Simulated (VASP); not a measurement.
Input of a VASP 6.6.1 run:

Contents of INCAR:

```
SYSTEM = SrBi2O6
  ALGO = Normal
  EDIFF = 1E-7
  ENCUT = 520
  GGA = PE
  ISIF = 2
  ISMEAR = -1
  LASPH = .True.
  LCHARG = .False.
  LREAL = .False.
  LWAVE = .False.
  NBANDS = 48
  NELM = 100
  PREC = Accurate
  SIGMA = 0.1
```

The input KPOINTS:

```
k-points
0
Gamma
  3 3 3
  0 0 0
```

File POSCAR:

```
SrBi2O6
1.0
    5.2615330000      0.3142130000     -0.7024150000
   -0.2723180000      5.2390360000      0.3275010000
   -0.9301230000      0.0568210000      5.9109360000
Sr Bi O
1 2 6
Direct
    0.2369369499      0.3048411208      0.6462702854
    0.0630128262      0.6898729450      0.1269135844
    0.6070047326      0.0872235336      0.2935180545
    0.0579768247      0.1624458605      0.1862377819
    0.6438091327      0.6625880750      0.7110579331
    0.5851133574      0.5132911031      0.0594887255
    0.9678810992      0.8412201471      0.6826268738
    0.8302291780      0.3343900696      0.8642682556
    0.6903855456      0.9895624354      0.8592010598
```

Potentials or basis: VASP PAW PBE potentials, release 64 (Sr_sv, Bi_d, O).

The run is started by

```sh
$ cat potpaw_PBE.64/Sr_sv/POTCAR potpaw_PBE.64/Bi_d/POTCAR potpaw_PBE.64/O/POTCAR > POTCAR
$ mpirun -np 1 vasp_std > vasp.out
```

**Question.** Estimate the band gap on the k mesh.

**Answer.** Zero (band 38 reaches 3.79 eV, above the bottom of band 39 at 3.75 eV).

**Question.** Predict the pressure.

**Answer.** -9.7 GPa.

**Question.** What does it give for the largest force?

**Answer.** 3.352 eV/Å.

Stress tensor (GPa, compression positive):
```
 -9.58  -1.63  -3.47
 -1.63 -12.15   1.35
 -3.47   1.35  -7.25
```

Caveat: the k points lie up to 0.41 Å⁻¹ apart; spin-orbit coupling is left out, which moves the levels of the heavy elements.
